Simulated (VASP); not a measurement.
GaSb:

```xyz
2
Lattice="0.0000 3.0458 3.0458 3.0458 0.0000 3.0458 3.0458 3.0458 0.0000" Properties=species:S:1:pos:R:3 pbc="T T T"
Ga    0.0000    0.0000    0.0000
Sb    1.5229    1.5229    1.5229
```

Base run:

| Property | Result |
| --- | --- |
| Program | VASP 6.6.1 |
| Functional | PBE |
| Dispersion | D3(BJ) |
| Potentials or basis | VASP PAW PBE potentials, release 64 (Ga_d, Sb) |
| Cutoff | 500 eV |
| k mesh | 5 × 5 × 5 |
| Occupations | fermi-dirac, width 0.1 eV |
| Spin | no spin polarisation |

Its results: band gap on the k mesh 0.13 eV; pressure 1.2 GPa.

Problem. The run is repeated on the same cell with these changes: dispersion from D3(BJ) to none. What comes out?

Solution. Band gap on the k mesh 0.13 eV; pressure 3.3 GPa.

Dispersion adds attraction, which lowers the pressure at fixed volume and, as a term added to the energy, leaves the levels alone.

Caveats: spin-orbit coupling is left out, which moves the levels of the heavy elements; an odd mesh through Γ misses points on the zone boundary, where band edges can lie; three body term missing (at least some runs); the cell stands under pressure (at least some runs).
